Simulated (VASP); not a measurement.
**In2S: single point with PBE**

Crystal: In2S.

```
In S
1.0
     4.06072   -0.00984   -0.00926
    -2.03855    3.55526   -0.01542
    -0.02639   -0.06946   11.05993
In S
4 2
Cartesian
  -0.0112 2.3617 1.6314
  -0.0198 2.3315 7.1620
  2.0133 1.1510 3.8763
  2.0049 1.1146 9.4067
  4.0634 -0.0139 -0.0134
  -0.0115 -0.0375 5.5282
```

| Quantity | Value |
| --- | --- |
| Program | VASP 6.6.1 |
| Task | single point |
| Functional | PBE |
| Potentials or basis | VASP PAW PBE potentials, release 64 (In_d, S) |
| Cutoff | 520 eV |
| k mesh | 6 × 6 × 2 |
| Occupations | gaussian, width 0.2 eV |
| Spin | no spin polarisation |
| Dipole correction | no |
| Further INCAR settings | ALGO = Normal; EDIFF = 1e-07; NBANDS = 41 |

```
Pressure               : 0.0 GPa
Largest force          : 0.025 eV/Å
Band gap on the k mesh : zero (bands 32 and 33 overlap by 1.22 eV)
```

Forces in eV/Å, atoms in the order of the input:
```
In   0.007 -0.001  0.015
In   0.002 -0.007  0.016
In   0.002 -0.004 -0.019
In  -0.003 -0.001 -0.025
S   -0.005  0.006  0.010
S   -0.003  0.006  0.003
```

Stress tensor (GPa, compression positive):
```
0.07 0.03 0.01
0.03 0.02 0.07
0.01 0.07 0.00
```

Levels at points of the mesh, in eV from the Fermi level:
```csv
k point,band 30,band 31,band 32,band 33,band 34,band 35
"(0.00, 0.00, 0.00)",-2.50,-2.02,0.60,1.64,2.74,2.87
"(0.50, 0.00, 0.00)",-3.24,-2.34,-0.71,-0.58,0.10,1.53
"(0.00, 0.50, 0.00)",-3.16,-2.32,-0.63,-0.62,0.15,1.68
"(0.50, 0.50, 0.00)",-3.20,-2.34,-0.68,-0.58,0.13,1.60
"(0.00, 0.00, 0.50)",-2.53,-0.48,-0.48,2.58,2.59,3.08
"(0.50, 0.00, 0.50)",-3.35,-1.84,-1.84,0.83,0.83,1.73
"(0.00, 0.50, 0.50)",-3.27,-1.91,-1.90,0.93,0.93,1.79
"(0.50, 0.50, 0.50)",-3.31,-1.86,-1.86,0.86,0.87,1.75
```

It took 2.7 min on 1 thread of AMD EPYC 9R45 96-Core Processor (Zen 5) (shared host), peak memory 0.34 GiB.

Caveat: spin-orbit coupling is left out, which moves the levels of the heavy elements.
